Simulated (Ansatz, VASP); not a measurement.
# One calculation of TaN, two programs

INCAR

```
PREC = Accurate
ENCUT = 520
EDIFF = 1E-8
ISMEAR = -1
SIGMA = 0.02
LREAL = F
LASPH = T
NELM = 60
ALGO = Normal
ISIF = 2
LWAVE = F
LCHARG = F
GGA = PS
LEFG = T
NBANDS = 15
```

KPOINTS

```
regular mesh
0
Gamma
  9 9 9
```

File POSCAR:

```
TaN
1.0
    0.0000000000      2.1790000000      2.2443700000
    2.1790000000      0.0000000000      2.2443700000
    2.1790000000      2.1790000000      0.0000000000
Ta N
1 1
Direct
    0.5000000000      0.5000000000      0.5000000000
    0.0000000000      0.0000000000      0.0000000000
```

Input for Ansatz:

```yaml
crystal:
  lattice:
    - [0.0, 2.179, 2.24437]
    - [2.179, 0.0, 2.24437]
    - [2.179, 2.179, 0.0]
  atoms:
    - { symbol: Ta, position: [0.5, 0.5, 0.5] }
    - { symbol: "N", position: [0.0, 0.0, 0.0] }
kpoints:
  mp_grid: { grid: [9, 9, 9] }
scf:
  occupations: { method: fermi_dirac, width: 0.02 }
hamiltonian:
  xc: pbesol
  pseudopotentials: { kind: all_electron, datasets: crystal }
output:
  forces: true
  stress: true
  eigenvalues: true
  efg: { contact_densities: true }
```

Change from the starting cell: zz strain of +3 %, crystal datasets.

Alike in both runs: task electric field gradients; functional PBEsol; k mesh 9 × 9 × 9; occupations fermi-dirac, width 0.02 eV; no spin polarisation.

|  | VASP | Ansatz |
| --- | --- | --- |
| version | VASP 6.6.1 | Ansatz 0.2.0 |
| potentials or method | VASP PAW PBE potentials, release 64 (Ta_pv, N), cutoff 520 eV | all-electron PAW with datasets made for the crystal, scalar-relativistic |

```csv
,VASP,Ansatz,Ansatz less VASP
pressure (GPa),-4.4,-5.3,-0.88
"traceless stress, the component that is largest in VASP (GPa)",-11.94,-11.82,+0.117
size of Vzz on the site where it differs most (V/Å²),124.7,126.3,+1.60
```

VASP's potentials were made for PBE, not for PBEsol. Ansatz ran all-electron here, and VASP with PAW potentials.

Neither program's run includes spin-orbit coupling.
